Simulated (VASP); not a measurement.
MgS, 4 atoms in the cell. It takes space group P6_3/mmc (No. 194, hexagonal). Conventional cell: a = 3.738 Å, b = 3.738 Å, c = 6.300 Å, α = 90.00°, β = 90.00°, γ = 120.00°. Within 3.5 Å of Mg (site symmetry -3m) lie 6 S at 2.67 Å and 2 Mg at 3.15 Å. Within 3.5 Å of S (site symmetry -6m2) lie 6 Mg at 2.67 Å.  This cell differs from its parent crystal: volume changed by +6%.

- Program: VASP 6.6.1
- Task: single point
- Functional: PBE
- Potentials or basis: VASP PAW PBE potentials, release 64 (Mg, S)
- Cutoff: 520 eV
- k mesh: 6 × 6 × 4
- Occupations: gaussian, width 0.01 eV
- Spin: no spin polarisation
- Dipole correction: no
- Further INCAR settings: ALGO = Normal; EDIFF = 1e-06; NBANDS = 16

Potentials or basis: VASP PAW PBE potentials, release 64 (Mg, S).

Launch:

```console
$ cat potpaw_PBE.64/Mg/POTCAR potpaw_PBE.64/S/POTCAR > POTCAR
$ mpirun -np 1 vasp_std > vasp.out
```

Hardware: 1 thread of Intel(R) Xeon(R) 6975P-C (Granite Rapids) (shared host).

Estimate the wall time of this run.

Run time: 9.9 s on 1 thread of Intel(R) Xeon(R) 6975P-C (Granite Rapids), with other jobs on the host, peak memory 0.18 GiB. Counts: scf iterations 13, k points 21.
